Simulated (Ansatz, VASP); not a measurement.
# Ta4Ga in VASP and in Ansatz

```xyz
5
Lattice="3.4089 -4.0393 0.0000 3.4089 4.0393 0.0000 0.0000 0.0000 3.5492" Properties=species:S:1:pos:R:3 pbc="T T T"
Ta    3.4089   -2.5419    1.7746
Ta    1.5620    0.0000    0.0000
Ta    5.2558    0.0000    0.0000
Ta    3.4089    2.5419    1.7746
Ga    3.4089    0.0000    1.7746
```

Change from the starting cell: species swapped into the FeCl4 type (Cmmm, No. 65).

Alike in both runs: functional PBE; k mesh 4 × 4 × 6; occupations gaussian, width 0.1 eV; no spin polarisation.

Ansatz relaxed the structure, and its values are those at the end. VASP's run is a single point on that final structure, the one shown.

|  | VASP | Ansatz |
| --- | --- | --- |
| version | VASP 6.6.1 | Ansatz 0.2.0 |
| potentials or method | VASP PAW PBE potentials, release 64 (Ta_pv, Ga_d), cutoff 520 eV | scalar-relativistic, plane waves, PAW |
| valence electrons in the cell | 57 | 65 |

|  | VASP | Ansatz | Ansatz less VASP |
| --- | --- | --- | --- |
| gap on the k mesh at the Fermi level (eV) | none | none | - |
| pressure (GPa) | 0.3 | 0.2 | -0.12 |
| rms of the force components (eV/Å) | 0.006 | 0.008 | +0.0017 |

A gap of «none» marks a metal or a gap that the smearing closes. The functional is the same, so the differences come from potentials, cutoffs and numerics. VASP's potentials hold 57 valence electrons a cell and Ansatz's 65, so a difference there can come from the potentials and not from the codes.

Neither program's run includes spin-orbit coupling.
